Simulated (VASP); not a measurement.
# In (P4/mbm) in VASP: further runs

The runs below take In through single point, with PBE.

All numbers are computed with VASP 6.6.1; they aren't measurements. Logs are shortened: lines on timing, memory, paths and dates and some standing lists are left out, and cuts for length are marked.

## 1. The cell of the first run

The structure is tetragonal, space group P4/mbm (No. 127). Conventional cell: a = 7.861 Å, b = 7.861 Å, c = 3.035 Å, α = 90.00°, β = 90.00°, γ = 90.00°. In (site symmetry m2m) has 5 In at 3.04 to 3.08 Å within 4.0 Å. Within 4.0 Å of In (site symmetry 4/m) lie 6 In at 3.04 Å.

The cell was built from a structure type or drawn by symmetry, and may not be a known phase.

## 2. Single point, PBE

The input, INCAR:

```
SYSTEM = In
  PREC = Accurate
  ENCUT = 520
  EDIFF = 1E-6
  ISMEAR = 0
  SIGMA = 0.1
  LREAL = .FALSE.
  LASPH = .TRUE.
  NELM = 100
  ALGO = Fast
  ISIF = 2
  LWAVE = .FALSE.
  LCHARG = .TRUE.
  GGA = PE
  LELF = .TRUE.
  LVHAR = .TRUE.
  NBANDS = 48
```

The input, KPOINTS:

```
Automatic mesh
0
G
  2 2 6
  0 0 0
```

The input, POSCAR:

```
In
1.0
    7.8606537927      0.0000000000      0.0000000000
    0.0000000000      7.8606537927      0.0000000000
    0.0000000000      0.0000000000      3.0351419925
In
6
Direct
    0.1386252542      0.3613747458      0.0000000000
    0.3613747458      0.8613747458      0.0000000000
    0.8613747458      0.6386252542      0.0000000000
    0.6386252542      0.1386252542      0.0000000000
    0.0000000000      0.0000000000      0.0000000000
    0.5000000000      0.5000000000      0.0000000000
```

Potentials or basis: VASP PAW PBE potentials, release 64 (In_d).

Run with:

```sh
$ cat potpaw_PBE.64/In_d/POTCAR > POTCAR
$ mpirun -np 1 vasp_std > vasp.out
```

OUTCAR:

```text
SYSTEM = In
   PREC = Accurate
   ENCUT = 520
   EDIFF = 1E-6
   ISMEAR = 0
   LREAL = .FALSE.
   LASPH = .TRUE.
   NELM = 100
   ISIF = 2
   GGA = PE

 ion  position               nearest neighbor table
   1  0.139  0.361  0.000-   5 3.04   6 3.04   3 3.08
   2  0.361  0.861  0.000-   5 3.04   6 3.04   4 3.08
   3  0.861  0.639  0.000-   5 3.04   6 3.04   1 3.08
   4  0.639  0.139  0.000-   5 3.04   6 3.04   2 3.08
   5  0.000  0.000  0.000-   1 3.04   2 3.04   3 3.04   4 3.04
   6  0.500  0.500  0.000-   1 3.04   2 3.04   3 3.04   4 3.04

  LATTYP: Found a simple tetragonal cell.
 ALAT       =     7.8606537927
 C/A-ratio  =     0.3861182635

  Lattice vectors:

 A1 = (   7.8606537927,   0.0000000000,   0.0000000000)
 A2 = (   0.0000000000,   7.8606537927,   0.0000000000)
 A3 = (   0.0000000000,   0.0000000000,   3.0351419925)

Analysis of symmetry for initial positions (statically):
=====================================================================
 Subroutine PRICEL returns:
 Original cell was already a primitive cell.

 Routine SETGRP: Setting up the symmetry group for a
 simple tetragonal supercell.

 Subroutine GETGRP returns: Found 16 space group operations
 (whereof  8 operations were pure point group operations)
 out of a pool of 16 trial point group operations.

The static configuration has the point symmetry C_4h.
 The point group associated with its full space group is D_4h.

Analysis of symmetry for dynamics (positions and initial velocities):
=====================================================================
 Subroutine PRICEL returns:
 Original cell was already a primitive cell.

 Routine SETGRP: Setting up the symmetry group for a
 simple tetragonal supercell.

 Subroutine GETGRP returns: Found 16 space group operations
 (whereof  8 operations were pure point group operations)
 out of a pool of 16 trial point group operations.

The dynamic configuration has the point symmetry C_4h.
 The point group associated with its full space group is D_4h.

 Subroutine INISYM returns: Found 16 space group operations
 (whereof  8 operations are pure point group operations),
 and found     1 'primitive' translations

----------------------------------------------------------------------------------------

                                     Primitive cell

  volume of cell :     187.5411

  direct lattice vectors                    reciprocal lattice vectors
     7.860653793  0.000000000  0.000000000     0.127215881  0.000000000  0.000000000
     0.000000000  7.860653793  0.000000000     0.000000000  0.127215881  0.000000000
     0.000000000  0.000000000  3.035141992     0.000000000  0.000000000  0.329473877

  length of vectors
     7.860653793  7.860653793  3.035141992     0.127215881  0.127215881  0.329473877

  position of ions in fractional coordinates (direct lattice)
     0.138625254  0.361374746  0.000000000
     0.361374746  0.861374746  0.000000000
     0.861374746  0.638625254  0.000000000
     0.638625254  0.138625254  0.000000000
     0.000000000  0.000000000  0.000000000
     0.500000000  0.500000000  0.000000000

  ion indices of the primitive-cell ions
   primitive index   ion index
                 1           1
                 2           2
                 3           3
                 4           4
                 5           5
                 6           6

----------------------------------------------------------------------------------------

 KPOINTS: Automatic mesh

Automatic generation of k-mesh.
 Grid dimensions read from file:
 generate k-points for:    2    2    6

 Generating k-lattice:

  Cartesian coordinates                     Fractional coordinates (reciprocal lattice)
     0.063607941  0.000000000  0.000000000     0.500000000  0.000000000  0.000000000
     0.000000000  0.063607941  0.000000000     0.000000000  0.500000000  0.000000000
     0.000000000  0.000000000  0.054912313     0.000000000  0.000000000  0.166666667

  Length of vectors
     0.063607941  0.063607941  0.054912313

  Shift w.r.t. Gamma in fractional coordinates (k-lattice)
     0.000000000  0.000000000  0.000000000

 Subroutine IBZKPT returns following result:
 ===========================================

 Found     12 irreducible k-points:

 Following reciprocal coordinates:
            Coordinates               Weight
  0.000000  0.000000  0.000000      1.000000
  0.500000  0.000000  0.000000      2.000000
  0.500000  0.500000  0.000000      1.000000
  0.000000  0.000000  0.166667      2.000000
  0.500000  0.000000  0.166667      4.000000
  0.500000  0.500000  0.166667      2.000000
  0.000000  0.000000  0.333333      2.000000
  0.500000  0.000000  0.333333      4.000000
  0.500000  0.500000  0.333333      2.000000
  0.000000  0.000000  0.500000      1.000000
  0.500000  0.000000  0.500000      2.000000
  0.500000  0.500000  0.500000      1.000000
   k-points           NKPTS =     12   k-points in BZ     NKDIM =     12   number of bands    NBANDS=     48
   number of dos      NEDOS =    301   number of ions     NIONS =      6
   total plane-waves  NPLWV =  86400
   dimension x,y,z NGX =    60 NGY =   60 NGZ =   24
   dimension x,y,z NGXF=   120 NGYF=  120 NGZF=   48
   ions per type =               6
   NGX,Y,Z   is equivalent  to a cutoff of  12.69, 12.69, 13.15 a.u.
   NGXF,Y,Z  is equivalent  to a cutoff of  25.38, 25.38, 26.29 a.u.
 SYSTEM =  In
   PREC   = accura    normal or accurate (medium, high low for compatibility)
   ISTART =      0    job   : 0-new  1-cont  2-samecut
   ICHARG =      2    charge: 1-file 2-atom 10-const
   ISPIN  =      1    spin polarized calculation?
   LNONCOLLINEAR =      F non collinear calculations
   LSORBIT =      F    spin-orbit coupling
   LASPH  =      T    aspherical Exc in radial PAW
   ENCUT  =  520.0 eV  38.22 Ry    6.18 a.u.  14.62 14.62  5.64*2*pi/ulx,y,z
   NELM   =    100;   NELMIN=  2; NELMDL= -5     # of ELM steps
   EDIFF  = 0.1E-05   stopping-criterion for ELM
   LREAL  =      F    real-space projection
   EDIFFG = 0.1E-04   stopping-criterion for IOM
   NSW    =      0    number of steps for IOM
   IBRION =     -1    ionic relax: 0-MD 1-quasi-New 2-CG
   NFREE  =      0    steps in history (QN), initial steepest desc. (CG)
   ISIF   =      2    stress and relaxation
   ISYM   =      2    0-nonsym 1-usesym 2-fastsym
   POTIM  = 0.5000    time-step for ionic-motion
   TEBEG  =    0.0;   TEEND  =   0.0 temperature during run
   PSTRESS=    0.0 pullay stress
   NELECT =      78.0000    total number of electrons
   NUPDOWN=      -1.0000    fix difference up-down
   EMIN   =  10.00;   EMAX   =-10.00  energy-range for DOS
   EFERMI =   0.00;   METHOD = LEGACY
   ISMEAR =     0;   SIGMA  =   0.10  broadening in eV -4-tet -1-fermi 0-gaus
   EFERMI_NEDOS =   21; number of points for ismear=-14 and -15
   IALGO  =     68    algorithm
   IMIX   =      4    mixing-type and parameters
     AMIX     =   0.40;   BMIX     =  1.00
     AMIX_MAG =   1.60;   BMIX_MAG =  1.00
  volume/ion in A,a.u.               =      31.26       210.93
  Fermi-wavevector in a.u.,A,eV,Ry     =   1.222009  2.309261 20.317647  1.493305
  Thomas-Fermi vector in A             =   2.357171
   LORBIT       =      0    0 simple, 1 ext, 2 COOP (PROOUT), +10 PAW based schemes
   GGA     = PE    functional components
   LHFCALC =     F    Hartree Fock is set to
   AEXX    =    0.0000 exact exchange contribution
   IVDW    =     0    specifies the selected vdW correction
   LEPSILON=     F    determine dielectric tensor
   LRPA    =     F    only Hartree local field effects (RPA)
 non-spin polarized calculation
 RMM-DIIS sequential band-by-band and
 Gauss-broadening in eV      SIGMA  =   0.10
  energy-cutoff  :      520.00
  volume of cell :      187.54
 maximum number of plane-waves:      5123
 NGX is ok and might be reduce to    60
   NGX = 29   NGY = 29   NGZ = 11

 number of electron      78.0000011 magnetization

 Free energy of the ion-electron system (eV)
  ---------------------------------------------------
  ext. energy  EPLUGINS =         0.00000000
  ---------------------------------------------------
  free energy    TOTEN  =       -14.40982122 eV

  energy without entropy =      -14.38709672  energy(sigma->0) =      -14.39845897

 E-fermi :   5.7762     XC(G=0):  -9.2898

 val. band max:        5.6467450492   @ k =   0.5000   0.5000   0.3333
 cond. band min:       5.8451059744   @ k =   0.5000   0.0000   0.3333
 fundamental gap:      0.1983609252
 Fermi energy:         5.7762167937

 k-point     1 :       0.0000    0.0000    0.0000
  band No.  band energies     occupation
      1      -9.4495      2.00000
      2      -9.3939      2.00000
      3      -9.3642      2.00000
      4      -9.2938      2.00000
      5      -9.2921      2.00000
      6      -9.2921      2.00000
[... 40 lines left out ...]
     47      10.6871      0.00000
     48      10.6871      0.00000

 k-point     2 :       0.5000    0.0000    0.0000
  band No.  band energies     occupation
      1      -9.4162      2.00000
      2      -9.4162      2.00000
      3      -9.3628      2.00000
      4      -9.3628      2.00000
      5      -9.2831      2.00000
      6      -9.2831      2.00000
[... 40 lines left out ...]
     47      12.6159      0.00000
     48      12.6159      0.00000

 k-point     3 :       0.5000    0.5000    0.0000
  band No.  band energies     occupation
      1      -9.4190      2.00000
      2      -9.4190      2.00000
      3      -9.3564      2.00000
      4      -9.3564      2.00000
      5      -9.3059      2.00000
      6      -9.3059      2.00000
[... 448 lines left out ...]
     47       9.8356      0.00000
     48       9.8389      0.00000

 k-point    12 :       0.5000    0.5000    0.5000
  band No.  band energies     occupation
      1      -9.2019      2.00000
      2      -9.2019      2.00000
      3      -9.1882      2.00000
      4      -9.1882      2.00000
      5      -9.1792      2.00000
      6      -9.1792      2.00000
[... 40 lines left out ...]
     47       9.7039      0.00000
     48       9.7039      0.00000

------------------------ aborting loop because EDIFF is reached ----------------------------------------

  FORCE on cell =-STRESS in cart. coord.  units (eV):
  Direction    XX          YY          ZZ          XY          YZ          ZX
  --------------------------------------------------------------------------------------
  -------------------------------------------------------------------------------------
  Total       -0.5113928     -0.5113928      0.2910620      0.0000000     -0.0000000      0.0000000
  in kB       -4.3688671     -4.3688671      2.4865642      0.0000000     -0.0000000      0.0000000
  external PRESSURE =      -2.0837233 kB  Pullay stress =       0.0000000 kB

 VOLUME and BASIS-vectors are now :
 -----------------------------------------------------------------------------
  energy-cutoff  :      520.00
  volume of cell :      187.54
      direct lattice vectors                 reciprocal lattice vectors
     7.860653793  0.000000000  0.000000000     0.127215881  0.000000000  0.000000000
     0.000000000  7.860653793  0.000000000     0.000000000  0.127215881  0.000000000
     0.000000000  0.000000000  3.035141992     0.000000000  0.000000000  0.329473877

 POSITION                                       TOTAL-FORCE (eV/Angst)
 -----------------------------------------------------------------------------------
      1.08969      2.84064      0.00000         0.013085     -0.013085      0.000000
      2.84064      6.77097      0.00000        -0.013085     -0.013085      0.000000
      6.77097      5.02001      0.00000        -0.013085      0.013085     -0.000000
      5.02001      1.08969      0.00000         0.013085      0.013085     -0.000000
      0.00000      0.00000      0.00000        -0.000000      0.000000     -0.000000
      3.93033      3.93033      0.00000        -0.000000      0.000000     -0.000000
 -----------------------------------------------------------------------------------
    total drift:                                0.000000      0.000000     -0.000000

  FREE ENERGIE OF THE ION-ELECTRON SYSTEM (eV)
  ---------------------------------------------------
  free  energy   TOTEN  =       -14.4098212237 eV

  energy  without entropy=      -14.3870967220  energy(sigma->0) =      -14.39845897
```

It took 2.4 min on 1 thread of Intel Xeon 8259CL, shared host; peak memory 0.31 GiB.

What came out:

```yaml
Free_energy: -14.4098 eV
Pressure: -0.2 GPa
Largest_force: 0.019 eV/Å
Band_gap_on_the_k_mesh: zero (bands 39 and 40 overlap by 2.09 eV)
```

Forces on the atoms (eV/Å):
```
In   0.013 -0.013  0.000
In  -0.013 -0.013  0.000
In  -0.013  0.013  0.000
In   0.013  0.013  0.000
In   0.000  0.000  0.000
In   0.000  0.000  0.000
```

Stress tensor (GPa, compression positive):
```
-0.44  0.00  0.00
 0.00 -0.44  0.00
 0.00  0.00  0.25
```

Caveat: the k points lie up to 0.40 Å⁻¹ apart, too coarse for converged energies and pressures of a metal; spin-orbit coupling is left out, which moves the levels of the heavy elements.

## 3. Single point, PBE

This run uses another cell than the first one, of 28.17 Å³/atom.

The input, INCAR:

```
SYSTEM = In
PREC = Accurate
ENCUT = 520
EDIFF = 1E-6
ISMEAR = 0
SIGMA = 0.1
LREAL = .False.
LASPH = .True.
NELM = 60
ALGO = Normal
ISIF = 2
LWAVE = .False.
LCHARG = .False.
GGA = PE
NBANDS = 48
```

The input, KPOINTS:

```
Automatic mesh
0
Gamma
  2 2 6
  0 0 0
```

The input, POSCAR:

```
In
1.0
    7.7244395200      0.0000000000      0.0000000000
    0.0000000000      7.7244395200      0.0000000000
    0.0000000000      0.0000000000      2.8324322000
In
6
Direct
    0.1767953900      0.3232046100      0.0000000000
    0.3232046100      0.8232046100      0.0000000000
    0.8232046100      0.6767953900      0.0000000000
    0.6767953900      0.1767953900      0.0000000000
    0.0000000000      0.0000000000      0.0000000000
    0.5000000000      0.5000000000      0.0000000000
```

Potentials or basis: VASP PAW PBE potentials, release 64 (In_d).

Run with:

```sh
$ cat potpaw_PBE.64/In_d/POTCAR > POTCAR
$ mpirun -np 1 vasp_std > vasp.out
```

Wall time 2.4 min (1 thread of Intel Xeon 8259CL, shared host); peak memory 0.3 GiB.

Results (log left out):

```
Free energy            : -13.1504 eV
Pressure               : 7.2 GPa
Largest force          : 0.734 eV/Å
Band gap on the k mesh : zero (bands 39 and 40 overlap by 1.77 eV)
```

Forces in eV/Å, atoms in the order of the input:
```
In  -0.519  0.519  0.000
In   0.519  0.519  0.000
In   0.519 -0.519  0.000
In  -0.519 -0.519  0.000
In   0.000  0.000  0.000
In   0.000  0.000  0.000
```

Stress tensor (GPa, compression positive):
```
6.26 0.00 0.00
0.00 6.26 0.00
0.00 0.00 9.23
```

Levels at points of the mesh, in eV from the Fermi level:
```tsv
k point	band 36	band 37	band 38	band 39	band 40	band 41	band 42	band 43
(0.00, 0.00, 0.00)	-3.62	-3.40	-3.40	-2.38	1.72	1.72	1.87	1.94
(0.50, 0.00, 0.00)	-5.73	-2.11	-2.11	-0.31	-0.31	-0.01	-0.01	2.47
(0.50, 0.50, 0.00)	-3.99	-2.88	-2.88	-1.19	-1.19	0.38	0.38	2.89
(0.00, 0.00, 0.50)	-1.96	-1.38	-1.38	-1.06	-1.03	0.19	0.19	0.75
(0.50, 0.00, 0.50)	-1.99	-1.39	-1.39	-1.21	-1.21	-0.06	-0.06	1.80
(0.50, 0.50, 0.50)	-3.04	-1.82	-1.82	0.52	0.52	0.62	0.62	1.15
```

Caveat: the k points lie up to 0.41 Å⁻¹ apart, too coarse for converged energies and pressures of a metal; spin-orbit coupling is left out, which moves the levels of the heavy elements.
